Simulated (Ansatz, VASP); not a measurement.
**BN: VASP beside Ansatz**

INCAR

```
SYSTEM = BN
ALGO     = Normal         ! electronic algorithm
EDIFF    = 1E-6           ! SCF threshold, eV
ENCUT    = 520            ! plane-wave cutoff, eV
GGA      = PS             ! functional
ISIF     = 2              ! what is computed and relaxed
ISMEAR   = 0              ! smearing method
LASPH    = .TRUE.         ! aspherical terms in the spheres
LCHARG   = .FALSE.        ! write CHGCAR
LREAL    = .FALSE.        ! projectors in reciprocal space
LWAVE    = .FALSE.        ! write WAVECAR
NBANDS   = 16             ! bands
NELM     = 80             ! most SCF steps
PREC     = Accurate       ! precision mode
SIGMA    = 0.05           ! smearing width, eV
```

The input KPOINTS:

```
k-points
0
G
  12 12 4
  0 0 0
```

The input POSCAR:

```
BN
1.0
    2.5043488457      0.0000000000      0.0000000000
   -1.2521744229      2.1688297203      0.0000000000
    0.0000000000      0.0000000000      7.0190956742
B N
2 2
Direct
    0.3611687893      0.6870436347      0.2500000000
    0.6945021226      0.3537103013      0.7500000000
    0.3333333333      0.6666666667      0.7500000000
    0.6666666667      0.3333333333      0.2500000000
```

Input for Ansatz:

```yaml
crystal:
  lattice:
    - [2.5043488457, 0.0, 0.0]
    - [-1.2521744229, 2.1688297203, 0.0]
    - [0.0, 0.0, 7.0190956742]
  atoms:
    - { symbol: B, position: [0.3611687893, 0.6870436347, 0.25] }
    - { symbol: B, position: [0.6945021226, 0.3537103013, 0.75] }
    - { symbol: "N", position: [0.3333333333, 0.6666666667, 0.75] }
    - { symbol: "N", position: [0.6666666667, 0.3333333333, 0.25] }
basis:
  ecutwfc: 420
kpoints:
  mp_grid: { grid: [12, 12, 4] }
hamiltonian:
  xc: pbesol
scf:
  occupations: { method: gaussian, width: 0.05 }
output:
  forces: true
  stress: true
  eigenvalues: true
```

Change from the starting cell: all B atoms moved +0.062 Å, as atom 1 along Cartesian [1 1 0].

Alike in both runs: task single point; functional PBEsol; k mesh 12 × 12 × 4; occupations gaussian, width 0.05 eV; no spin polarisation.

|  | VASP | Ansatz |
| --- | --- | --- |
| version | VASP 6.6.1 | Ansatz 0.2.0 |
| potentials or method | VASP PAW PBE potentials, release 64 (B, N), cutoff 520 eV | scalar-relativistic, plane waves, PAW |
| valence electrons in the cell | 16 | 16 |

```csv
,VASP,Ansatz,Ansatz less VASP
gap on the k mesh at the Fermi level (eV),4.16,4.17,+0.010
least direct gap on the mesh (eV),4.60,4.61,+0.008
pressure (GPa),1.7,1.4,-0.26
"traceless stress, the component that is largest in VASP (GPa)",-1.80,-1.40,+0.401
rms of the force components (eV/Å),1.512,1.513,+0.0011
```

VASP's potentials were made for PBE, not for PBEsol. Atom by atom the forces differ by 0.001 eV/Å (rms over components). With one functional, cell and mesh, what is left measures potentials, basis and numerics.
